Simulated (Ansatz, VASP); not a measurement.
# One calculation of Sb, two programs

```
CELL_PARAMETERS angstrom
2.17060 1.25320 3.87109
-2.17060 1.25320 3.87109
0.00000 -2.50640 3.87109
ATOMIC_POSITIONS crystal
Sb 0.23130 0.23130 0.23130
Sb 0.76870 0.76870 0.76870
```

Alike in both runs: task single point; functional r2SCAN; k mesh 9 × 9 × 9; occupations methfessel-paxton of order 1, width 1 eV; no spin polarisation.

```csv
,VASP,Ansatz
version,VASP 6.6.1,Ansatz 0.2.0
potentials or method,"VASP PAW PBE potentials, release 64 (Sb), cutoff 520 eV","plane waves (500 eV) with PAW, scalar-relativistic"
valence electrons in the cell,10,30
```

VASP gave:

| Property | Result |
| --- | --- |
| pressure (GPa) | -0.1 |
| traceless stress, the component that is largest in VASP (GPa) | 0.16 |

Task: What did Ansatz give for the same quantities?

Result: Pressure (GPa): -0.2; traceless stress, the component that is largest in VASP (GPa): 0.20.

VASP's potentials were made for PBE, not for r2SCAN. The functional is the same, so the differences come from potentials, cutoffs and numerics. VASP's potentials hold 10 valence electrons a cell and Ansatz's 30, so a difference there can come from the potentials and not from the codes.

Spin-orbit coupling is off throughout.
